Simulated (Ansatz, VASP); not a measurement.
**One calculation of Sb, two programs**

POSCAR

```
Sb
1.0
    3.3690001795      0.0000000000      0.0000000000
   -1.6845000898      2.9176397408      0.0000000000
    0.0000000000      0.0000000000      5.3300000000
Sb
2
Direct
    0.3333333333      0.6666666667      0.2500000000
    0.6666666667      0.3333333333      0.7500000000
```

INCAR.step1

```
  ALGO = Normal
  EDIFF = 1E-4
  ENCUT = 520
  GGA = PE
  ISMEAR = -1
  LASPH = T
  LCHARG = F
  LREAL = F
  LWAVE = T
  NBANDS = 12
  NELM = 60
  PREC = Accurate
  SIGMA = 0.03
```

INCAR.step2

```
  ALGO = Normal
  EDIFF = 1E-8
  ENCUT = 520
  ISIF = 2
  ISMEAR = -1
  ISTART = 1
  LASPH = T
  LCHARG = F
  LEFG = T
  LMIXTAU = T
  LREAL = F
  LWAVE = F
  METAGGA = R2SCAN
  NBANDS = 12
  NELM = 60
  PREC = Accurate
  SIGMA = 0.03
```

The input KPOINTS:

```
k-points
0
Gamma
  12 12 7
```

Input for Ansatz:

```yaml
crystal:
  lattice:
    - [3.3690001795, 0.0, 0.0]
    - [-1.6845000898, 2.9176397408, 0.0]
    - [0.0, 0.0, 5.33]
  atoms:
    - { symbol: Sb, position: [0.3333333333, 0.6666666667, 0.25] }
    - { symbol: Sb, position: [0.6666666667, 0.3333333333, 0.75] }
kpoints:
  mp_grid: { grid: [12, 12, 7] }
  band_path:
    path:
      - [0.0, 0.0, 0.0]
      - [0.5, 0.0, 0.0]
      - [0.3333333333, 0.3333333333, 0.0]
      - [0.0, 0.0, 0.0]
      - [0.0, 0.0, 0.5]
      - [0.5, 0.0, 0.5]
      - [0.3333333333, 0.3333333333, 0.5]
      - [0.0, 0.0, 0.5]
      - [0.5, 0.0, 0.5]
    npoints: 5
scf:
  occupations: { method: fermi_dirac, width: 0.03 }
hamiltonian:
  xc: r2scan
  pseudopotentials: { kind: paw }
output:
  forces: true
  stress: true
  eigenvalues: true
  efg: { contact_densities: true }
```

Alike in both runs: task electric field gradients; functional r2SCAN; k mesh 12 × 12 × 7; occupations fermi-dirac, width 0.03 eV; no spin polarisation.

|  | VASP | Ansatz |
| --- | --- | --- |
| version | VASP 6.6.1 | Ansatz 0.2.0 |
| potentials or method | VASP PAW PBE potentials, release 64 (Sb) | PAW with Ansatz's default frozen-core files, scalar-relativistic |
| plane-wave cutoff (eV) | 520 | 500 |
| valence electrons in the cell | 10 | 30 |

```csv
,VASP,Ansatz,Ansatz less VASP
pressure (GPa),2.2,2.3,+0.10
"traceless stress, the component that is largest in VASP (GPa)",-1.01,-1.02,-0.008
size of Vzz on the site where it differs most (V/Å²),25.4,26.7,+1.28
```

VASP's potentials were made for PBE, not for r2SCAN. With one functional, cell and mesh, what is left measures potentials, basis and numerics. VASP's potentials hold 10 valence electrons a cell and Ansatz's 30, so a difference there can come from the potentials and not from the codes.

Spin-orbit coupling is off throughout.
